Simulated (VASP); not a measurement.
Here is a VASP 6.6.1 calculation.

File INCAR:

```
  ALGO = Normal
  EDIFF = 1E-7
  ENCUT = 520
  GGA = PE
  ISIF = 2
  ISMEAR = 0
  ISPIN = 2
  LASPH = T
  LCHARG = F
  LMAXMIX = 4
  LORBIT = 11
  LREAL = F
  LWAVE = F
  MAGMOM = 4 0
  NBANDS = 20
  NELM = 150
  PREC = Accurate
  SIGMA = 0.023
```

File KPOINTS:

```
k-points
0
Gamma
  10 10 10
```

The input POSCAR:

```
MnO
1.0
    0.0000000000      2.2239077028      2.2239077028
    2.2239077028      0.0000000000      2.2239077028
    2.2239077028      2.2239077028      0.0000000000
Mn O
1 1
Direct
    0.0000000000      0.0000000000      0.0000000000
    0.5000000000      0.5000000000      0.5000000000
```

Potentials or basis: VASP PAW PBE potentials, release 64 (Mn_pv, O).

Launch:

```sh
$ cat potpaw_PBE.64/Mn_pv/POTCAR potpaw_PBE.64/O/POTCAR > POTCAR
$ mpirun -np 1 vasp_std > vasp.out
```

Q: Predict the pressure.

A: 0.4 GPa.

Q: Predict the site moments.

A: Mn +4.36; O +0.21 μB.

Q: Estimate the net moment.

A: 4.80 μB per cell.

Caveat: a cell with one magnetic atom can't hold antiferromagnetic order, which such compounds often take.
